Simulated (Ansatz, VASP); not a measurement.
## C in VASP and in Ansatz

```xyz
2
Lattice="-0.0178 1.7745 1.7745 1.7745 -0.0178 1.7745 1.7745 1.7745 -0.0178" Properties=species:S:1:pos:R:3 pbc="T T T"
C     1.7656    1.7656    1.7656
C     2.6483    2.6483    2.6483
```

Change from the starting cell: equal xy, yz and zx shear strains of -1 %.

Alike in both runs: task single point; functional LDA; k mesh 16 × 16 × 16; occupations fermi-dirac, width 0.03 eV; no spin polarisation.

```csv
,VASP,Ansatz
version,VASP 6.6.1,Ansatz 0.2.0
potentials or method,"VASP PAW LDA potentials, release 64 (C), cutoff 520 eV","all-electron LAPW, scalar-relativistic"
```

Ansatz gave:

```
gap on the k mesh at the Fermi level (eV)                     : 4.09
pressure (GPa)                                                : -12.8
traceless stress, the component that is largest in VASP (GPa) : 5.65
rms of the force components (eV/Å)                            : 0.033
```

Problem. What did VASP give for the same quantities?

Solution. gap on the k mesh at the Fermi level (eV): 4.09; pressure (GPa): -11.5; traceless stress, the component that is largest in VASP (GPa): 5.67; rms of the force components (eV/Å): 0.036.

LDA's correlation is that of Perdew and Zunger in VASP and of Perdew and Wang (1992) in Ansatz. Atom by atom the forces differ by 0.003 eV/Å (rms over components). Ansatz ran all-electron here, and VASP with PAW potentials.
